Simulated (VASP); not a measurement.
Wanted: the native input for a VASP 6.6.1 run.

- Task: single point
- Functional: PBE
- Potentials or basis: VASP PAW PBE potentials, release 64 (Mo_sv)
- Cutoff: 520 eV
- k mesh: 18 × 18 × 16
- Occupations: gaussian, width 0.1 eV
- Spin: no spin polarisation
- Dipole correction: no
- Further INCAR settings: ALGO = Normal; EDIFF = 1e-07; NBANDS = 13

The structure of Mo lies in POSCAR:

```
Mo
1.0
    2.8737357376      0.0000000000      0.0000000000
   -1.4368678688      2.4887281525      0.0000000000
    0.0000000000      0.0000000000      2.5309831388
Mo
1
Direct
    0.0000000000      0.0000000000      0.5000000000
```

This isn't the form of Mo at room conditions, which is bcc.

This cell differs from its parent crystal: strained.

These files were run (other wordings do the same):

INCAR

```
SYSTEM = Mo
ALGO = Normal
EDIFF = 1E-7
ENCUT = 520
GGA = PE
ISIF = 2
ISMEAR = 0
LASPH = .True.
LCHARG = .False.
LREAL = .False.
LWAVE = .False.
NBANDS = 13
NELM = 80
PREC = Accurate
SIGMA = 0.1
```

KPOINTS

```
k-points
0
Gamma
  18 18 16
  0 0 0
```

Potentials or basis: VASP PAW PBE potentials, release 64 (Mo_sv).

Launch:

```console
$ cat potpaw_PBE.64/Mo_sv/POTCAR > POTCAR
$ mpirun -np 1 vasp_std > vasp.out
```

It gave:

```yaml
Pressure: -12.8 GPa
Band_gap_on_the_k_mesh: zero (bands 7 and 8 overlap by 1.46 eV)
```

Caveat: the cell differs from its parent crystal (strained); the cell stands under tension.

It took 54 s on 1 thread of Intel Xeon 8259CL, on a shared host, peak memory 0.19 GiB.
